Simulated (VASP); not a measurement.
# La (Im-3m) in VASP: a series of runs

Aim: see how the results for La move with the level of theory and the settings. Levels: RPBE+D3(BJ), r2SCAN50. Tasks: single point.

Program: VASP 6.6.1. These are calculated values, not measurements. Logs are shortened: lines on timing, memory, paths and dates and some standing lists are left out, and cuts for length are marked.

## Step 1: The cell of the first run

Symmetry: Im-3m, No. 229, cubic system. Conventional cell: a = 4.248 Å, b = 4.248 Å, c = 4.248 Å, α = 90.00°, β = 90.00°, γ = 90.00°. Within 4.8 Å of La (site symmetry m-3m) lie 14 La at 3.68 to 4.25 Å.

This isn't the form of La at room conditions, which is double hcp.

## Step 2: Single point, RPBE+D3(BJ)

Contents of INCAR:

```
  PREC = Accurate
  ENCUT = 520
  EDIFF = 1E-7
  ISMEAR = -1
  SIGMA = 0.05
  LREAL = F
  LASPH = T
  NELM = 60
  ALGO = Normal
  ISIF = 2
  LWAVE = F
  LCHARG = T
  GGA = RP
  IVDW = 12
  LELF = T
  LVHAR = T
  NBANDS = 12
```

Contents of KPOINTS:

```
regular mesh
0
Gamma
  9 9 9
```

Contents of POSCAR:

```
La
1.0
   -2.1238310710      2.1238310710      2.1238310710
    2.1238310710     -2.1238310710      2.1238310710
    2.1238310710      2.1238310710     -2.1238310710
La
1
Direct
    0.0000000000      0.0000000000      0.0000000000
```

Potentials or basis: VASP PAW PBE potentials, release 64 (La).

The run is started by

```
$ cat potpaw_PBE.64/La/POTCAR > POTCAR
$ mpirun -np 1 vasp_std > vasp.out
```

OUTCAR:

```text
PREC = Accurate
   ENCUT = 520
   EDIFF = 1E-7
   ISMEAR = -1
   LREAL = F
   LASPH = T
   NELM = 60
   ISIF = 2
   GGA = RP
   IVDW = 12
 IVDW          = 12

 ion  position               nearest neighbor table
   1  0.000  0.000  0.000-

  LATTYP: Found a body centered cubic cell.
 ALAT       =     4.2476621420

  Lattice vectors:

 A1 = (  -2.1238310710,   2.1238310710,   2.1238310710)
 A2 = (   2.1238310710,  -2.1238310710,   2.1238310710)
 A3 = (   2.1238310710,   2.1238310710,  -2.1238310710)

Analysis of symmetry for initial positions (statically):
=====================================================================
 Subroutine PRICEL returns:
 Original cell was already a primitive cell.

 Routine SETGRP: Setting up the symmetry group for a
 body centered cubic supercell.

 Subroutine GETGRP returns: Found 48 space group operations
 (whereof 48 operations were pure point group operations)
 out of a pool of 48 trial point group operations.

The static configuration has the point symmetry O_h .

Analysis of symmetry for dynamics (positions and initial velocities):
=====================================================================
 Subroutine PRICEL returns:
 Original cell was already a primitive cell.

 Routine SETGRP: Setting up the symmetry group for a
 body centered cubic supercell.

 Subroutine GETGRP returns: Found 48 space group operations
 (whereof 48 operations were pure point group operations)
 out of a pool of 48 trial point group operations.

The dynamic configuration has the point symmetry O_h .

 Subroutine INISYM returns: Found 48 space group operations
 (whereof 48 operations are pure point group operations),
 and found     1 'primitive' translations

----------------------------------------------------------------------------------------

                                     Primitive cell

  volume of cell :      38.3195

  direct lattice vectors                    reciprocal lattice vectors
    -2.123831071  2.123831071  2.123831071     0.000000000  0.235423620  0.235423620
     2.123831071 -2.123831071  2.123831071     0.235423620  0.000000000  0.235423620
     2.123831071  2.123831071 -2.123831071     0.235423620  0.235423620  0.000000000

  length of vectors
     3.678583322  3.678583322  3.678583322     0.332939277  0.332939277  0.332939277

  position of ions in fractional coordinates (direct lattice)
     0.000000000  0.000000000  0.000000000

  ion indices of the primitive-cell ions
   primitive index   ion index
                 1           1

----------------------------------------------------------------------------------------

 KPOINTS: regular mesh

Automatic generation of k-mesh.
 Grid dimensions read from file:
 generate k-points for:    9    9    9

 Generating k-lattice:

  Cartesian coordinates                     Fractional coordinates (reciprocal lattice)
     0.000000000  0.026158180  0.026158180     0.111111111  0.000000000  0.000000000
     0.026158180  0.000000000  0.026158180     0.000000000  0.111111111  0.000000000
     0.026158180  0.026158180  0.000000000     0.000000000  0.000000000  0.111111111

  Length of vectors
     0.036993253  0.036993253  0.036993253

  Shift w.r.t. Gamma in fractional coordinates (k-lattice)
     0.000000000  0.000000000  0.000000000

 Subroutine IBZKPT returns following result:
 ===========================================

 Found     35 irreducible k-points:

 Following reciprocal coordinates:
            Coordinates               Weight
  0.000000  0.000000  0.000000      1.000000
  0.111111  0.000000  0.000000     12.000000
  0.222222  0.000000  0.000000     12.000000
  0.333333  0.000000  0.000000     12.000000
  0.444444  0.000000  0.000000     12.000000
  0.111111  0.111111  0.000000     24.000000
[... 16 lines left out ...]
 -0.333333  0.444444  0.111111     48.000000
 -0.444444 -0.444444  0.111111     24.000000
 [... further k-points ...]
   k-points           NKPTS =     35   k-points in BZ     NKDIM =     35   number of bands    NBANDS=     12
   number of dos      NEDOS =    301   number of ions     NIONS =      1
   total plane-waves  NPLWV =  21952
   dimension x,y,z NGX =    28 NGY =   28 NGZ =   28
   dimension x,y,z NGXF=    56 NGYF=   56 NGZF=   56
   ions per type =               1
   NGX,Y,Z   is equivalent  to a cutoff of  12.65, 12.65, 12.65 a.u.
   NGXF,Y,Z  is equivalent  to a cutoff of  25.31, 25.31, 25.31 a.u.
 SYSTEM =  unknown system
   PREC   = accura    normal or accurate (medium, high low for compatibility)
   ISTART =      0    job   : 0-new  1-cont  2-samecut
   ICHARG =      2    charge: 1-file 2-atom 10-const
   ISPIN  =      1    spin polarized calculation?
   LNONCOLLINEAR =      F non collinear calculations
   LSORBIT =      F    spin-orbit coupling
   LASPH  =      T    aspherical Exc in radial PAW
   ENCUT  =  520.0 eV  38.22 Ry    6.18 a.u.   6.84  6.84  6.84*2*pi/ulx,y,z
   NELM   =     60;   NELMIN=  2; NELMDL= -5     # of ELM steps
   EDIFF  = 0.1E-06   stopping-criterion for ELM
   LREAL  =      F    real-space projection
   EDIFFG = 0.1E-05   stopping-criterion for IOM
   NSW    =      0    number of steps for IOM
   IBRION =     -1    ionic relax: 0-MD 1-quasi-New 2-CG
   NFREE  =      0    steps in history (QN), initial steepest desc. (CG)
   ISIF   =      2    stress and relaxation
   ISYM   =      2    0-nonsym 1-usesym 2-fastsym
   POTIM  = 0.5000    time-step for ionic-motion
   TEBEG  =    0.0;   TEEND  =   0.0 temperature during run
   PSTRESS=    0.0 pullay stress
   NELECT =      11.0000    total number of electrons
   NUPDOWN=      -1.0000    fix difference up-down
   EMIN   =  10.00;   EMAX   =-10.00  energy-range for DOS
   EFERMI =   0.00;   METHOD = LEGACY
   ISMEAR =    -1;   SIGMA  =   0.05  broadening in eV -4-tet -1-fermi 0-gaus
   EFERMI_NEDOS =   21; number of points for ismear=-14 and -15
   IALGO  =     38    algorithm
   IMIX   =      4    mixing-type and parameters
     AMIX     =   0.40;   BMIX     =  1.00
     AMIX_MAG =   1.60;   BMIX_MAG =  1.00
  volume/ion in A,a.u.               =      38.32       258.59
  Fermi-wavevector in a.u.,A,eV,Ry     =   1.079939  2.040788 15.868033  1.166268
  Thomas-Fermi vector in A             =   2.215917
   LORBIT       =      0    0 simple, 1 ext, 2 COOP (PROOUT), +10 PAW based schemes
   GGA     = RP    functional components
   LHFCALC =     F    Hartree Fock is set to
   AEXX    =    0.0000 exact exchange contribution
   IVDW    =    12    specifies the selected vdW correction
   LEPSILON=     F    determine dielectric tensor
   LRPA    =     F    only Hartree local field effects (RPA)
 non-spin polarized calculation
  energy-cutoff  :      520.00
  volume of cell :       38.32
 maximum number of plane-waves:      1055
   NGX = 13   NGY = 13   NGZ = 13

 number of electron      10.9999999 magnetization

 Free energy of the ion-electron system (eV)
  ---------------------------------------------------
  ext. energy  EPLUGINS =         0.00000000
  ---------------------------------------------------
  free energy    TOTEN  =        -4.43488181 eV

  energy without entropy =       -4.40782450  energy(sigma->0) =       -4.42135315

 E-fermi :   7.6671     XC(G=0):  -9.3498

 val. band max:        7.6645962753   @ k =   0.3333   0.2222   0.0000
 cond. band min:       7.6856638585   @ k =  -0.2222   0.2222   0.2222
 fundamental gap:      0.0210675832
 Fermi energy:         7.6670680814

 k-point     1 :       0.0000    0.0000    0.0000
  band No.  band energies     occupation
      1     -25.2954      2.00000
      2      -8.3555      2.00000
      3      -8.3555      2.00000
      4      -8.3555      2.00000
      5       4.4707      2.00000
      6       9.1211      0.00000
      7       9.1211      0.00000
      8       9.1211      0.00000
      9       9.1352      0.00000
     10       9.1352      0.00000
     11       9.1352      0.00000
     12       9.8108      0.00000

 k-point     2 :       0.1111    0.0000    0.0000
  band No.  band energies     occupation
      1     -25.2744      2.00000
      2      -8.5182      2.00000
      3      -8.4034      2.00000
      4      -8.3574      2.00000
      5       4.8326      2.00000
      6       8.6728      0.00000
      7       8.6827      0.00000
      8       9.1092      0.00000
      9       9.2395      0.00000
     10       9.4189      0.00000
     11       9.4264      0.00000
     12       9.7784      0.00000

 k-point     3 :       0.2222    0.0000    0.0000
  band No.  band energies     occupation
      1     -25.2208      2.00000
      2      -8.9067      2.00000
      3      -8.5217      2.00000
      4      -8.3623      2.00000
      5       5.6434      2.00000
      6       8.1845      0.00006
      7       8.2565      0.00002
      8       9.0937      0.00000
      9       9.3583      0.00000
     10       9.5034      0.00000
     11       9.5867      0.00000
     12       9.7356      0.00000

 k-point     4 :       0.3333    0.0000    0.0000
  band No.  band energies     occupation
      1     -25.1587      2.00000
      2      -9.3150      2.00000
      3      -8.6516      2.00000
      4      -8.3681      2.00000
      5       6.0371      2.00000
      6       7.7709      0.22292
      7       8.5886      0.00000
      8       9.1016      0.00000
      9       9.4139      0.00000
     10       9.5330      0.00000
     11       9.6631      0.00000
     12       9.7409      0.00000

 k-point     5 :       0.4444    0.0000    0.0000
  band No.  band energies     occupation
      1     -25.1176      2.00000
      2      -9.5660      2.00000
      3      -8.7338      2.00000
      4      -8.3720      2.00000
      5       5.9324      2.00000
      6       7.5412      1.85075
      7       9.1187      0.00000
      8       9.1273      0.00000
      9       9.4373      0.00000
     10       9.6563      0.00000
     11       9.6934      0.00000
     12       9.7706      0.00000
[... 228 lines left out ...]
      1     -25.1483      2.00000
      2      -9.1540      2.00000
      3      -8.7241      2.00000
      4      -8.5479      2.00000
      5       6.6247      2.00000
      6       7.6240      1.40574
      7       8.4663      0.00000
      8       8.9115      0.00000
      9       9.3265      0.00000
     10       9.4581      0.00000
     11       9.6591      0.00000
     12       9.7204      0.00000

 k-point    22 :      -0.4444    0.4444    0.1111
  band No.  band energies     occupation
      1     -25.1026      2.00000
      2      -9.5233      2.00000
      3      -8.7899      2.00000
      4      -8.4779      2.00000
      5       6.2142      2.00000
      6       7.8484      0.05178
      7       8.5908      0.00000
      8       9.0065      0.00000
      9       9.4194      0.00000
     10       9.6120      0.00000
     11       9.7109      0.00000
     12       9.7740      0.00000

 k-point    23 :      -0.3333    0.4444    0.1111
  band No.  band energies     occupation
      1     -25.1000      2.00000
      2      -9.3819      2.00000
      3      -8.8803      2.00000
      4      -8.5565      2.00000
      5       6.7257      2.00000
      6       7.6110      1.50827
      7       8.3570      0.00000
      8       9.0541      0.00000
      9       9.3477      0.00000
     10       9.5154      0.00000
     11       9.7072      0.00000
     12       9.7668      0.00000

 k-point    24 :      -0.4444   -0.4444    0.1111
  band No.  band energies     occupation
      1     -25.0808      2.00000
      2      -9.4710      2.00000
      3      -8.9426      2.00000
      4      -8.5560      2.00000
      5       6.5953      2.00000
      6       7.9030      0.01771
      7       8.1845      0.00006
      8       8.9749      0.00000
      9       9.4050      0.00000
     10       9.5752      0.00000
     11       9.7386      0.00000
     12       9.7796      0.00000

 [... further k-points ...]

------------------------ aborting loop because EDIFF is reached ----------------------------------------

 Edisp (eV)   -3.13905

 E8    (eV) :    -2.4516

  FORCE on cell =-STRESS in cart. coord.  units (eV):
  Direction    XX          YY          ZZ          XY          YZ          ZX
  --------------------------------------------------------------------------------------
  -------------------------------------------------------------------------------------
  Total      -4.63515    -4.63515    -4.63515     0.00000     0.00000    -0.00000
  in kB    -193.80013  -193.80013  -193.80013     0.00000     0.00000    -0.00000
  external pressure =     -193.80 kB  Pullay stress =        0.00 kB

 VOLUME and BASIS-vectors are now :
 -----------------------------------------------------------------------------
  energy-cutoff  :      520.00
  volume of cell :       38.32
      direct lattice vectors                 reciprocal lattice vectors
    -2.123831071  2.123831071  2.123831071     0.000000000  0.235423620  0.235423620
     2.123831071 -2.123831071  2.123831071     0.235423620  0.000000000  0.235423620
     2.123831071  2.123831071 -2.123831071     0.235423620  0.235423620  0.000000000

 POSITION                                       TOTAL-FORCE (eV/Angst)
 -----------------------------------------------------------------------------------
      0.00000      0.00000      0.00000        -0.000000      0.000000      0.000000
 -----------------------------------------------------------------------------------
    total drift:                               -0.000000     -0.000000     -0.000000

  FREE ENERGIE OF THE ION-ELECTRON SYSTEM (eV)
  ---------------------------------------------------
  free  energy   TOTEN  =        -7.5739273471 eV

  energy  without entropy=       -7.5468700391  energy(sigma->0) =       -7.56039869
```

Run time: 18 s. Hardware: 1 thread of Intel Xeon Platinum 8488C (Sapphire Rapids), shared host; peak memory 0.18 GiB.

Results:

* Free energy: -7.5739 eV
* Pressure: -19.4 GPa
* Band gap on the k mesh: zero (an odd number of electrons rules out a gap without spin polarisation)
* Dispersion energy per atom: -3.139 eV

Caveat: the cell stands under tension; the dispersion term is far too large for a dense solid, which distorts pressure and volume; the PAW data sets were made with another functional, which shifts forces and pressure a little; spin-orbit coupling is left out, which moves the levels of the heavy elements.

(Continued in part 2 of 2.)

The gap in the log of VASP goes by the Fermi energy; the results here count the filled bands.